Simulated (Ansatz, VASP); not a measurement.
**GaN in VASP and in Ansatz**

Contents of POSCAR:

```
GaN
1.0
    2.6955547957      0.0000000000      0.0000000000
    0.0000000000      2.6955547957      0.0000000000
    0.0000000000      0.0000000000      2.6955547957
Ga N
1 1
Direct
    0.0000000000      0.0000000000      0.0000000000
    0.5000000000      0.5000000000      0.5000000000
```

File INCAR.step1:

```
SYSTEM = GaN
ALGO = Normal
EDIFF = 1E-4
ENCUT = 520
GGA = PE
ISMEAR = -1
LASPH = .TRUE.
LCHARG = .FALSE.
LREAL = .FALSE.
LWAVE = .TRUE.
NBANDS = 16
NELM = 80
PREC = Accurate
SIGMA = 0.02
```

File INCAR.step2:

```
SYSTEM = GaN
ALGO = Normal
EDIFF = 1E-6
ENCUT = 520
ISIF = 2
ISMEAR = -1
ISTART = 1
LASPH = .TRUE.
LCHARG = .TRUE.
LELF = .TRUE.
LMIXTAU = .TRUE.
LREAL = .FALSE.
LVHAR = .TRUE.
LWAVE = .FALSE.
METAGGA = R2SCAN
NBANDS = 16
NELM = 80
PREC = Accurate
SIGMA = 0.02
```

File KPOINTS:

```
k-points
0
G
  6 6 6
  0 0 0
```

Input for Ansatz:

```yaml
crystal:
  lattice:
    - [2.6955547957, 0.0, 0.0]
    - [0.0, 2.6955547957, 0.0]
    - [0.0, 0.0, 2.6955547957]
  atoms:
    - { symbol: Ga, position: [0.0, 0.0, 0.0] }
    - { symbol: "N", position: [0.5, 0.5, 0.5] }
kpoints:
  mp_grid: { grid: [6, 6, 6] }
hamiltonian:
  xc: r2scan
scf:
  occupations: { method: fermi_dirac, width: 0.02 }
  n_extra_bands: 4
output:
  forces: true
  stress: true
  eigenvalues: true
```

Alike in both runs: task single point; functional r2SCAN; k mesh 6 × 6 × 6; occupations fermi-dirac, width 0.02 eV; no spin polarisation.

```csv
,VASP,Ansatz
version,VASP 6.6.1,Ansatz 0.2.0
potentials or method,"VASP PAW PBE potentials, release 64 (Ga_d, N)","plane waves, PAW"
plane-wave cutoff (eV),520,500
valence electrons in the cell,18,18
```

Ansatz gave:

```
pressure (GPa) : 0.4
```

Which values does VASP return?

Pressure (GPa): 1.0.

VASP's potentials were made for PBE, not for r2SCAN.

The k mesh is coarse, so the values compare programs but aren't converged.
